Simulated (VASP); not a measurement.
Input of a VASP 6.6.1 run:

Contents of POSCAR:

```
Hg
1.0
    3.5771748510      0.0000000000      0.0000000000
   -1.7885874255      3.0979242948      0.0000000000
    0.0000000000      0.0000000000     11.1651003679
Hg
4
Direct
    0.0000000000      0.0000000000      0.0000000000
    0.3333333300      0.6666666700      0.2500000000
    0.0000000000      0.0000000000      0.5000000000
    0.6666666700      0.3333333300      0.7500000000
```

Contents of INCAR.step1:

```
SYSTEM = Hg
ALGO = Normal
EDIFF = 1E-4
ENCUT = 520
GGA = PE
ISMEAR = 0
LASPH = .True.
LCHARG = .False.
LREAL = .False.
LWAVE = .True.
NBANDS = 32
NELM = 60
PREC = Accurate
SIGMA = 0.05
```

The input INCAR.step2:

```
SYSTEM = Hg
ALGO = Normal
EDIFF = 1E-6
ENCUT = 520
ISIF = 2
ISMEAR = 0
ISTART = 1
LASPH = .True.
LCHARG = .False.
LMIXTAU = .True.
LREAL = .False.
LWAVE = .False.
METAGGA = R2SCAN
NBANDS = 32
NELM = 60
PREC = Accurate
SIGMA = 0.05
```

Contents of KPOINTS:

```
k-points
0
Gamma
  12 12 4
  0 0 0
```

Potentials or basis: VASP PAW PBE potentials, release 64 (Hg).

The run is started by

```bash
$ cat potpaw_PBE.64/Hg/POTCAR > POTCAR
$ cp INCAR.step1 INCAR
$ mpirun -np 1 vasp_std > vasp.out
$ cp INCAR.step2 INCAR
$ mpirun -np 1 vasp_std > vasp.out
```

Q: Predict the band gap on the k mesh.

A: 0.45 eV (least direct gap 0.89 eV).

Q: What does it give for the pressure?

A: -1.1 GPa.

Caveat: the cell differs from its parent crystal (strained); the PAW data sets were made with another functional, which shifts forces and pressure a little; spin-orbit coupling is left out, which moves the levels of the heavy elements. A k mesh can miss the band edges.
